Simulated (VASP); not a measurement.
Here is a VASP 6.6.1 calculation.

The input INCAR:

```
SYSTEM = TiPdBr3
PREC = Accurate
ENCUT = 520
EDIFF = 1E-6
ISMEAR = 0
SIGMA = 0.1
LREAL = .False.
LASPH = .True.
NELM = 150
ALGO = Normal
ISIF = 2
LWAVE = .False.
LCHARG = .True.
ISPIN = 2
MAGMOM = 2.32 0 0 0 0
LORBIT = 11
LMAXMIX = 4
GGA = PE
LELF = .True.
LVHAR = .True.
NBANDS = 34
```

The input KPOINTS:

```
regular mesh
0
Gamma
  4 4 4
  0 0 0
```

File POSCAR:

```
TiPdBr3
1.0
    5.2240983425      0.0000000000      0.0000000000
    0.0000000000      5.2240983425      0.0000000000
    0.0000000000      0.0000000000      5.4630739938
Ti Pd Br
1 1 3
Direct
    0.0000000000      0.0000000000      0.2613355718
    0.5000000000      0.5000000000      0.4329660175
    0.5000000000      0.5000000000      0.9309367261
    0.0000000000      0.5000000000      0.4173808423
    0.5000000000      0.0000000000      0.4173808423
```

Potentials or basis: VASP PAW PBE potentials, release 64 (Ti_sv, Pd, Br).

Command:

```bash
$ cat potpaw_PBE.64/Ti_sv/POTCAR potpaw_PBE.64/Pd/POTCAR potpaw_PBE.64/Br/POTCAR > POTCAR
$ mpirun -np 1 vasp_std > vasp.out
```

(1) What does it give for the pressure?

(2) What does it give for the net moment?

(3) What does it give for the site moments?

## Answers

(1) 0.1 GPa.

(2) 2.08 μB per cell.

(3) Ti +1.74; Pd -0.03; Br -0.01, -0.03 μB.
